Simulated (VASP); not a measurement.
A run of VASP 6.6.1 is set up as follows.

Contents of INCAR:

```
PREC     = Accurate       # precision mode
ENCUT    = 520            # plane-wave cutoff, eV
EDIFF    = 1E-7           # SCF threshold, eV
ISMEAR   = -1             # smearing method
SIGMA    = 0.01           # smearing width, eV
LREAL    = Auto         
LASPH    = T              # aspherical terms in the spheres
NELM     = 60             # most SCF steps
ALGO     = Normal         # electronic algorithm
ISIF     = 2              # what is computed and relaxed
LWAVE    = F              # write WAVECAR
LCHARG   = F              # write CHGCAR
GGA      = PE             # functional
NBANDS   = 169            # bands
NELECT   = 296.0
```

KPOINTS

```
Automatic mesh
0
Gamma
  1 1 1
  0.25 0.25 0.25
```

Contents of POSCAR:

```
Ga16N16O
1.0
    6.4372426900      0.0000000000      0.0000000000
   -3.2186213500      5.5748157000      0.0000000000
    0.0000000000      0.0000000000     10.4870679900
Ga N O
16 16 1
Direct
    0.3339423332      0.1653098595      0.2534458633
    0.1684283955      0.3401330379      0.4985471635
    0.3169950021      0.1583142919      0.7558105857
    0.1627191644      0.3258183046      0.9970447422
    0.3360695756      0.6659100856      0.2459381404
    0.1684937046      0.8333803752      0.4991270205
    0.3345974951      0.6671434896      0.7462717899
    0.1634965265      0.8382212528      0.9982349700
    0.8361517375      0.1652653737      0.2533650018
    0.6661701804      0.3354710004      0.5091869343
    0.8436198278      0.1581051370      0.7538161293
    0.6676778180      0.3340135531      1.0176248509
    0.8366426198      0.6678062918      0.2534026672
    0.6615437760      0.8330115738      0.4984831799
    0.8432083419      0.6846961775      0.7558614102
    0.6760947663      0.8392074737      0.9968480237
    0.3337878525      0.1690054077      0.4404576193
    0.1674474675      0.3314077271      0.1906771275
    0.3543079921      0.1777762806      0.9560463429
    0.1762657709      0.3506512332      0.6787676028
    0.3332055846      0.6685695457      0.4307797951
    0.1686686188      0.8336562588      0.1916921872
    0.3344837475      0.6674224226      0.9395163652
    0.1752609724      0.8260186969      0.6801376712
    0.8327995160      0.1683878088      0.4399665383
    0.6688229267      0.3331238376      0.2040693359
    0.8244601391      0.1779420260      0.9534995873
    0.6676532939      0.3344243290      0.6956972156
    0.8331940243      0.6679096136      0.4403443369
    0.6705029514      0.8338844278      0.1904822208
    0.8238608193      0.6474032855      0.9557760100
    0.6512088410      0.8258956435      0.6787350866
    0.0009469678      0.0008785941     -0.1731987436
```

Potentials or basis: VASP PAW PBE potentials, release 64 (Ga_d, N, O).

The run is started by

```bash
$ cat potpaw_PBE.64/Ga_d/POTCAR potpaw_PBE.64/N/POTCAR potpaw_PBE.64/O/POTCAR > POTCAR
$ mpirun -np 1 vasp_std > vasp.out
```

Task: What does it give for the largest force?

Result: 0.221 eV/Å.

Forces in eV/Å, atoms in the order of the input:
```
Ga  -0.051  0.057  0.003
Ga   0.058 -0.034 -0.009
Ga   0.009  0.039 -0.050
Ga   0.049 -0.010  0.004
Ga  -0.052  0.024  0.001
Ga   0.058 -0.029  0.067
Ga  -0.059  0.034 -0.023
Ga   0.007 -0.009 -0.059
Ga  -0.050  0.032 -0.020
Ga   0.046 -0.022 -0.001
Ga  -0.069  0.058  0.036
Ga   0.063 -0.023 -0.022
Ga  -0.052  0.028  0.002
Ga   0.067 -0.039 -0.001
Ga  -0.024 -0.022 -0.057
Ga   0.036 -0.024  0.008
N    0.008 -0.024 -0.035
N    0.026  0.013  0.040
N   -0.012 -0.052 -0.063
N   -0.001 -0.025  0.059
N   -0.006  0.001 -0.012
N   -0.031 -0.006 -0.065
N   -0.033  0.018  0.011
N    0.102 -0.043 -0.157
N    0.003  0.019  0.053
N   -0.001 -0.013  0.001
N   -0.135  0.050  0.167
N   -0.005 -0.015 -0.003
N   -0.011  0.005 -0.020
N   -0.021  0.002  0.053
N    0.049  0.025 -0.031
N    0.019 -0.010  0.061
O    0.013 -0.003  0.064
```

Caveat: the k points lie up to 0.56 Å⁻¹ apart; the cell carries a net charge on a neutralising background, which shifts energy and pressure.
